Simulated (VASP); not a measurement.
Write the native input for VASP 6.6.1 that does the following.

| Quantity | Value |
| --- | --- |
| Task | single point |
| Functional | PBE |
| Potentials or basis | VASP PAW PBE potentials, release 64 (Os, F) |
| Cutoff | 520 eV |
| k mesh | 10 × 10 × 10 |
| Occupations | gaussian, width 0.05 eV |
| Spin | collinear spin |
| Starting moments | [0.15, 0.0, 0.0, 0.0] μB |
| Dipole correction | no |
| Further INCAR settings | ALGO = Normal; EDIFF = 1e-06; NBANDS = 26 |

The structure of OsF3 lies in POSCAR:

```
OsF3
1.0
    3.9548899973      0.0000000000      0.0000000000
    0.0000000000      3.9548899973      0.0000000000
    0.0000000000      0.0000000000      3.9548899973
Os F
1 3
Direct
    0.0000000000      0.0000000000      0.0000000000
    0.5000000000      0.0000000000      0.0000000000
    0.0000000000      0.0000000000      0.5000000000
    0.0000000000      0.5000000000      0.0000000000
```

One way to write it, as run:

INCAR

```
  PREC = Accurate
  ENCUT = 520
  EDIFF = 1E-6
  ISMEAR = 0
  SIGMA = 0.05
  LREAL = False
  LASPH = True
  NELM = 150
  ALGO = Normal
  ISIF = 2
  LWAVE = False
  LCHARG = False
  ISPIN = 2
  MAGMOM = 0.15 0 0 0
  LORBIT = 11
  LMAXMIX = 4
  GGA = PE
  NBANDS = 26
```

KPOINTS

```
regular mesh
0
Gamma
  10 10 10
```

Potentials or basis: VASP PAW PBE potentials, release 64 (Os, F).

The run is started by

```bash
$ cat potpaw_PBE.64/Os/POTCAR potpaw_PBE.64/F/POTCAR > POTCAR
$ mpirun -np 1 vasp_std > vasp.out
```

It gave:

| Property | Result |
| --- | --- |
| Pressure | 9.0 GPa |
| Net moment | 0.25 μB per cell |
| Site moments | Os +0.20; F +0.01 μB |
| Valence electrons inside the program's atomic spheres | Os 7.02; F 6.11 |

Caveat: the cell stands under pressure; a moment this small can come from the mesh or the smearing.

Wall time 56 s on 1 thread of Intel(R) Xeon(R) 6975P-C (Granite Rapids), on a shared host, peak memory 0.27 GiB.
